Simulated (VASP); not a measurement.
# WC (Qusongite) (P-6m2) in VASP: further runs

Runs on WC (Qusongite). Level: LDA. Tasks: single point.

Program: VASP 6.6.1. These are calculated values, not measurements. Logs are shortened: lines on timing, memory, paths and dates and some standing lists are left out, and cuts for length are marked.

## 1. The cell of the first run

The structure is hexagonal, space group P-6m2 (No. 187). Conventional cell: a = 2.907 Å, b = 2.907 Å, c = 2.837 Å, α = 90.00°, β = 90.00°, γ = 120.00°. W (site symmetry -6m2) has 6 C at 2.20 Å and 2 W at 2.84 Å within 2.9 Å. C (site symmetry -6m2) has 6 W at 2.20 Å and 2 C at 2.84 Å within 2.9 Å.

## 2. Single point, LDA

INCAR

```
SYSTEM = WC
  PREC = Accurate
  ENCUT = 600
  EDIFF = 1E-6
  ISMEAR = -1
  SIGMA = 0.1
  LREAL = .FALSE.
  LASPH = .TRUE.
  NELM = 120
  ALGO = Normal
  ISIF = 2
  LWAVE = .FALSE.
  LCHARG = .TRUE.
  LELF = .TRUE.
  LVHAR = .TRUE.
  NBANDS = 16
  GGA_COMPAT = .FALSE.
```

KPOINTS

```
Automatic mesh
0
G
  9 9 8
  0 0 0
```

POSCAR

```
WC
1.0
    2.9065000000      0.0000000000      0.0000000000
   -1.4532500000      2.5171030000      0.0000000000
    0.0000000000      0.0000000000      2.8366000000
W C
1 1
Direct
    0.0000000000      0.0000000000      0.0000000000
    0.6666670000      0.3333330000      0.5000000000
```

Potentials or basis: VASP PAW LDA potentials, release 64 (W_sv, C).

Command:

```
> cat potpaw_LDA.64/W_sv/POTCAR potpaw_LDA.64/C/POTCAR > POTCAR
> mpirun -np 1 vasp_std > vasp.out
```

OUTCAR:

```text
SYSTEM = WC
   PREC = Accurate
   ENCUT = 600
   EDIFF = 1E-6
   ISMEAR = -1
   LREAL = .FALSE.
   LASPH = .TRUE.
   NELM = 120
   ISIF = 2

 ion  position               nearest neighbor table
   1  0.000  0.000  0.000-   2 2.20   2 2.20   2 2.20   2 2.20   2 2.20   2 2.20
   2  0.667  0.333  0.500-   1 2.20   1 2.20   1 2.20   1 2.20   1 2.20   1 2.20

  LATTYP: Found a hexagonal cell.
 ALAT       =     2.9065000000
 C/A-ratio  =     0.9759504559

  Lattice vectors:

 A1 = (   2.9065000000,   0.0000000000,   0.0000000000)
 A2 = (  -1.4532500000,   2.5171030000,   0.0000000000)
 A3 = (   0.0000000000,   0.0000000000,   2.8366000000)

Analysis of symmetry for initial positions (statically):
=====================================================================
 Subroutine PRICEL returns:
 Original cell was already a primitive cell.

 Routine SETGRP: Setting up the symmetry group for a
 hexagonal supercell.

 Subroutine GETGRP returns: Found 12 space group operations
 (whereof 12 operations were pure point group operations)
 out of a pool of 24 trial point group operations.

The static configuration has the point symmetry D_3h.

Analysis of symmetry for dynamics (positions and initial velocities):
=====================================================================
 Subroutine PRICEL returns:
 Original cell was already a primitive cell.

 Routine SETGRP: Setting up the symmetry group for a
 hexagonal supercell.

 Subroutine GETGRP returns: Found 12 space group operations
 (whereof 12 operations were pure point group operations)
 out of a pool of 24 trial point group operations.

The dynamic configuration has the point symmetry D_3h.

 Subroutine INISYM returns: Found 12 space group operations
 (whereof 12 operations are pure point group operations),
 and found     1 'primitive' translations

----------------------------------------------------------------------------------------

                                     Primitive cell

  volume of cell :      20.7525

  direct lattice vectors                    reciprocal lattice vectors
     2.906500000  0.000000000  0.000000000     0.344056425  0.198641057  0.000000000
    -1.453250000  2.517103000  0.000000000     0.000000000  0.397282114  0.000000000
     0.000000000  0.000000000  2.836600000     0.000000000  0.000000000  0.352534725

  length of vectors
     2.906500000  2.906500142  2.836600000     0.397282133  0.397282114  0.352534725

  position of ions in fractional coordinates (direct lattice)
     0.000000000  0.000000000  0.000000000
     0.666667000  0.333333000  0.500000000

[... 72 lines left out ...]
   LSORBIT =      F    spin-orbit coupling
   LASPH  =      T    aspherical Exc in radial PAW
   ENCUT  =  600.0 eV  44.10 Ry    6.64 a.u.   5.81  5.81  5.67*2*pi/ulx,y,z
   NELM   =    120;   NELMIN=  2; NELMDL= -5     # of ELM steps
   EDIFF  = 0.1E-05   stopping-criterion for ELM
   LREAL  =      F    real-space projection
   EDIFFG = 0.1E-04   stopping-criterion for IOM
   NSW    =      0    number of steps for IOM
   IBRION =     -1    ionic relax: 0-MD 1-quasi-New 2-CG
   NFREE  =      0    steps in history (QN), initial steepest desc. (CG)
   ISIF   =      2    stress and relaxation
   ISYM   =      2    0-nonsym 1-usesym 2-fastsym
   POTIM  = 0.5000    time-step for ionic-motion
   TEBEG  =    0.0;   TEEND  =   0.0 temperature during run
   PSTRESS=    0.0 pullay stress
   NELECT =      18.0000    total number of electrons
   NUPDOWN=      -1.0000    fix difference up-down
   EMIN   =  10.00;   EMAX   =-10.00  energy-range for DOS
   EFERMI =   0.00;   METHOD = LEGACY
   ISMEAR =    -1;   SIGMA  =   0.10  broadening in eV -4-tet -1-fermi 0-gaus
   EFERMI_NEDOS =   21; number of points for ismear=-14 and -15
   IALGO  =     38    algorithm
   IMIX   =      4    mixing-type and parameters
     AMIX     =   0.40;   BMIX     =  1.00
     AMIX_MAG =   1.60;   BMIX_MAG =  1.00
  volume/ion in A,a.u.               =      10.38        70.02
  Fermi-wavevector in a.u.,A,eV,Ry     =   1.561262  2.950358 33.164743  2.437540
  Thomas-Fermi vector in A             =   2.664353
   LORBIT       =      0    0 simple, 1 ext, 2 COOP (PROOUT), +10 PAW based schemes
   GGA     = CA    functional components
   LHFCALC =     F    Hartree Fock is set to
   AEXX    =    0.0000 exact exchange contribution
   IVDW    =     0    specifies the selected vdW correction
   LEPSILON=     F    determine dielectric tensor
   LRPA    =     F    only Hartree local field effects (RPA)
 non-spin polarized calculation
  energy-cutoff  :      600.00
  volume of cell :       20.75
 maximum number of plane-waves:       704
 NGX is ok and might be reduce to    24
   NGX = 11   NGY = 11   NGZ = 11

 number of electron      18.0000000 magnetization

 Free energy of the ion-electron system (eV)
  ---------------------------------------------------
  ext. energy  EPLUGINS =         0.00000000
  ---------------------------------------------------
  free energy    TOTEN  =       -24.69885074 eV

  energy without entropy =      -24.68832531  energy(sigma->0) =      -24.69358803

 E-fermi :  11.0227     XC(G=0): -13.9785

 val. band max:       11.0099740125   @ k =   0.3333   0.2222   0.0000
 cond. band min:      11.0473019016   @ k =   0.4444   0.0000   0.5000
 fundamental gap:      0.0373278891
 Fermi energy:        11.0226714355

 k-point     1 :       0.0000    0.0000    0.0000
  band No.  band energies     occupation
      1     -62.5511      2.00000
      2     -26.8021      2.00000
      3     -26.6862      2.00000
      4     -26.6862      2.00000
      5      -3.2958      2.00000
      6       6.6621      2.00000
[... 433 lines left out ...]
      3     -27.2258      2.00000
      4     -26.7790      2.00000
      5       0.7812      2.00000
      6       5.0359      2.00000
[... 8 lines left out ...]
     15      26.0494      0.00000
     16      26.8410      0.00000

 [... further k-points ...]
[... 5 lines left out ...]
  --------------------------------------------------------------------------------------
  -------------------------------------------------------------------------------------
  Total       -0.8553776     -0.8553777     -1.1657780      0.0000000      0.0000000      0.0000000
  in kB      -66.0387779    -66.0387865    -90.0030044      0.0000000      0.0000000      0.0000000
  external PRESSURE =     -74.0268562 kB  Pullay stress =       0.0000000 kB

 VOLUME and BASIS-vectors are now :
 -----------------------------------------------------------------------------
  energy-cutoff  :      600.00
  volume of cell :       20.75
      direct lattice vectors                 reciprocal lattice vectors
     2.906500000  0.000000000  0.000000000     0.344056425  0.198641057  0.000000000
    -1.453250000  2.517103000  0.000000000     0.000000000  0.397282114  0.000000000
     0.000000000  0.000000000  2.836600000     0.000000000  0.000000000  0.352534725

 POSITION                                       TOTAL-FORCE (eV/Angst)
 -----------------------------------------------------------------------------------
      0.00000      0.00000      0.00000        -0.000000      0.000000      0.000000
      1.45325      0.83903      1.41830         0.000000     -0.000000      0.000000
 -----------------------------------------------------------------------------------
    total drift:                               -0.000324      0.000188      0.000000

  FREE ENERGIE OF THE ION-ELECTRON SYSTEM (eV)
  ---------------------------------------------------
  free  energy   TOTEN  =       -24.6988507422 eV

  energy  without entropy=      -24.6883253146  energy(sigma->0) =      -24.69358803
```

It took 25 s on 1 thread of Intel Xeon 8259CL, shared host; peak memory 0.15 GiB.

What came out:

- Free energy: -24.6989 eV
- Pressure: -7.4 GPa
- Band gap on the k mesh: zero (band 9 reaches 11.58 eV, above the bottom of band 10 at 10.37 eV)

Stress tensor (GPa, compression positive):
```
-6.60  0.00  0.00
 0.00 -6.60  0.00
 0.00  0.00 -9.00
```

Caveat: spin-orbit coupling is left out, which moves the levels of the heavy elements.

## 3. Single point, LDA

INCAR

```
SYSTEM = WC
PREC = Accurate
ENCUT = 600
EDIFF = 1E-6
ISMEAR = -1
SIGMA = 0.1
LREAL = .False.
LASPH = .True.
NELM = 120
ALGO = Normal
ISIF = 2
LWAVE = .False.
LCHARG = .True.
GGA = CA
LELF = .True.
LVHAR = .True.
NBANDS = 16
GGA_COMPAT = .False.
```

KPOINTS

```
Automatic mesh
0
Gamma
  9 9 8
  0 0 0
```

POSCAR is that of step 2.

Potentials or basis: VASP PAW LDA potentials, release 64 (W_sv, C).

Command:

```
> cat potpaw_LDA.64/W_sv/POTCAR potpaw_LDA.64/C/POTCAR > POTCAR
> mpirun -np 1 vasp_std > vasp.out
```

OUTCAR:

```text
SYSTEM = WC
   PREC = Accurate
   ENCUT = 600
   EDIFF = 1E-6
   ISMEAR = -1
   LREAL = .False.
   LASPH = .True.
   NELM = 120
   ISIF = 2
   GGA = CA

 ion  position               nearest neighbor table
   1  0.000  0.000  0.000-   2 2.20   2 2.20   2 2.20   2 2.20   2 2.20   2 2.20
   2  0.667  0.333  0.500-   1 2.20   1 2.20   1 2.20   1 2.20   1 2.20   1 2.20

  LATTYP: Found a hexagonal cell.
 ALAT       =     2.9065000000
 C/A-ratio  =     0.9759504559

  Lattice vectors:

 A1 = (   2.9065000000,   0.0000000000,   0.0000000000)
 A2 = (  -1.4532500000,   2.5171030000,   0.0000000000)
 A3 = (   0.0000000000,   0.0000000000,   2.8366000000)

Analysis of symmetry for initial positions (statically):
=====================================================================
 Subroutine PRICEL returns:
 Original cell was already a primitive cell.

 Routine SETGRP: Setting up the symmetry group for a
 hexagonal supercell.

 Subroutine GETGRP returns: Found 12 space group operations
 (whereof 12 operations were pure point group operations)
 out of a pool of 24 trial point group operations.

The static configuration has the point symmetry D_3h.

Analysis of symmetry for dynamics (positions and initial velocities):
=====================================================================
 Subroutine PRICEL returns:
 Original cell was already a primitive cell.

 Routine SETGRP: Setting up the symmetry group for a
 hexagonal supercell.

 Subroutine GETGRP returns: Found 12 space group operations
 (whereof 12 operations were pure point group operations)
 out of a pool of 24 trial point group operations.

The dynamic configuration has the point symmetry D_3h.

 Subroutine INISYM returns: Found 12 space group operations
 (whereof 12 operations are pure point group operations),
[... 105 lines left out ...]
   TEBEG  =    0.0;   TEEND  =   0.0 temperature during run
   PSTRESS=    0.0 pullay stress
   NELECT =      18.0000    total number of electrons
   NUPDOWN=      -1.0000    fix difference up-down
   EMIN   =  10.00;   EMAX   =-10.00  energy-range for DOS
   EFERMI =   0.00;   METHOD = LEGACY
   ISMEAR =    -1;   SIGMA  =   0.10  broadening in eV -4-tet -1-fermi 0-gaus
   EFERMI_NEDOS =   21; number of points for ismear=-14 and -15
   IALGO  =     38    algorithm
   IMIX   =      4    mixing-type and parameters
     AMIX     =   0.40;   BMIX     =  1.00
     AMIX_MAG =   1.60;   BMIX_MAG =  1.00
  volume/ion in A,a.u.               =      10.38        70.02
  Fermi-wavevector in a.u.,A,eV,Ry     =   1.561262  2.950358 33.164743  2.437540
  Thomas-Fermi vector in A             =   2.664353
   LORBIT       =      0    0 simple, 1 ext, 2 COOP (PROOUT), +10 PAW based schemes
   GGA     = CA    functional components
   LHFCALC =     F    Hartree Fock is set to
   AEXX    =    0.0000 exact exchange contribution
   IVDW    =     0    specifies the selected vdW correction
   LEPSILON=     F    determine dielectric tensor
   LRPA    =     F    only Hartree local field effects (RPA)
 non-spin polarized calculation
  energy-cutoff  :      600.00
  volume of cell :       20.75
 maximum number of plane-waves:       704
 NGX is ok and might be reduce to    24
   NGX = 11   NGY = 11   NGZ = 11

 number of electron      18.0000000 magnetization

 Free energy of the ion-electron system (eV)
  ---------------------------------------------------
  ext. energy  EPLUGINS =         0.00000000
  ---------------------------------------------------
  free energy    TOTEN  =       -24.69885074 eV

  energy without entropy =      -24.68832531  energy(sigma->0) =      -24.69358803

 E-fermi :  11.0227     XC(G=0): -13.9785

 val. band max:       11.0099740125   @ k =   0.3333   0.2222   0.0000
 cond. band min:      11.0473019016   @ k =   0.4444   0.0000   0.5000
 fundamental gap:      0.0373278891
 Fermi energy:        11.0226714355

 k-point     1 :       0.0000    0.0000    0.0000
  band No.  band energies     occupation
      1     -62.5511      2.00000
      2     -26.8021      2.00000
      3     -26.6862      2.00000
      4     -26.6862      2.00000
      5      -3.2958      2.00000
      6       6.6621      2.00000
[... 433 lines left out ...]
      3     -27.2258      2.00000
      4     -26.7790      2.00000
      5       0.7812      2.00000
      6       5.0359      2.00000
[... 8 lines left out ...]
     15      26.0494      0.00000
     16      26.8410      0.00000

 [... further k-points ...]
[... 5 lines left out ...]
  --------------------------------------------------------------------------------------
  -------------------------------------------------------------------------------------
  Total       -0.8553776     -0.8553777     -1.1657780      0.0000000      0.0000000      0.0000000
  in kB      -66.0387779    -66.0387865    -90.0030044      0.0000000      0.0000000      0.0000000
  external PRESSURE =     -74.0268562 kB  Pullay stress =       0.0000000 kB

 VOLUME and BASIS-vectors are now :
 -----------------------------------------------------------------------------
  energy-cutoff  :      600.00
  volume of cell :       20.75
      direct lattice vectors                 reciprocal lattice vectors
     2.906500000  0.000000000  0.000000000     0.344056425  0.198641057  0.000000000
    -1.453250000  2.517103000  0.000000000     0.000000000  0.397282114  0.000000000
     0.000000000  0.000000000  2.836600000     0.000000000  0.000000000  0.352534725

 POSITION                                       TOTAL-FORCE (eV/Angst)
 -----------------------------------------------------------------------------------
      0.00000      0.00000      0.00000        -0.000000      0.000000      0.000000
      1.45325      0.83903      1.41830         0.000000     -0.000000      0.000000
 -----------------------------------------------------------------------------------
    total drift:                               -0.000324      0.000188      0.000000

  FREE ENERGIE OF THE ION-ELECTRON SYSTEM (eV)
  ---------------------------------------------------
  free  energy   TOTEN  =       -24.6988507422 eV

  energy  without entropy=      -24.6883253146  energy(sigma->0) =      -24.69358803
```

stdout:

```text
POSCAR found type information on POSCAR W C
 POSCAR found :  2 types and       2 ions
 scaLAPACK will be used
 LDA part: xc-table for (Slater(with rela. corr.)+CA(PZ))
 , standard interpolation
 POSCAR, INCAR and KPOINTS ok, starting setup
 FFT: planning ... GRIDC
 FFT: planning ... GRID_SOFT
 FFT: planning ... GRID
 WAVECAR not read
 entering main loop
```

Wall time 25 s (1 thread of Intel Xeon 8259CL, shared host); peak memory 0.15 GiB.

Results:

| Quantity | Value |
| --- | --- |
| Free energy | -24.6989 eV |
| Pressure | -7.4 GPa |
| Band gap on the k mesh | zero (band 9 reaches 11.58 eV, above the bottom of band 10 at 10.37 eV) |

Stress tensor (GPa, compression positive):
```
-6.60  0.00  0.00
 0.00 -6.60  0.00
 0.00  0.00 -9.00
```

Levels at points of the mesh, in eV from the Fermi level:
```
           k point  band 6  band 7  band 8  band 9  band 10  band 11  band 12  band 13
(0.00, 0.00, 0.00)   -4.36   -3.37   -3.37    0.08     3.14     3.14     5.56     5.56
(0.00, 0.00, 0.50)   -8.64   -2.07   -2.07   -0.65    -0.65     3.61     4.45     4.45
```

Caveat: spin-orbit coupling is left out, which moves the levels of the heavy elements.
